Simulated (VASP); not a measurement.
Input of a VASP 6.6.1 run:

File INCAR:

```
PREC = Accurate ; ENCUT = 520
EDIFF = 1E-6 ; ISMEAR = 1
SIGMA = 0.1 ; LREAL = F
LASPH = T ; NELM = 150
ALGO = Normal ; ISIF = 2
LWAVE = F ; LCHARG = F
MAGMOM = 0 0 0 ; LORBIT = 11
LSORBIT = T ; GGA_COMPAT = F
LORBMOM = T ; GGA = PE
NBANDS = 16
```

The input KPOINTS:

```
regular mesh
0
Gamma
  8 8 8
```

Contents of POSCAR:

```
Sb
1.0
    3.1600000000      0.0000000000      0.0000000000
    0.0000000000      3.1600000000      0.0000000000
    0.0000000000      0.0000000000      3.1600000000
Sb
1
Direct
    0.0000000000      0.0000000000      0.0000000000
```

Potentials or basis: VASP PAW PBE potentials, release 64 (Sb).

The run is started by

```sh
$ cat potpaw_PBE.64/Sb/POTCAR > POTCAR
$ mpirun -np 1 vasp_ncl > vasp.out
```

Problem. Estimate the pressure.

Solution. -2.1 GPa.

Problem. Predict the net moment.

Solution. 0.00 μB per cell.

Moments on the atoms (μB; x, y, z):
```
Sb  0.00 0.00 0.00
```
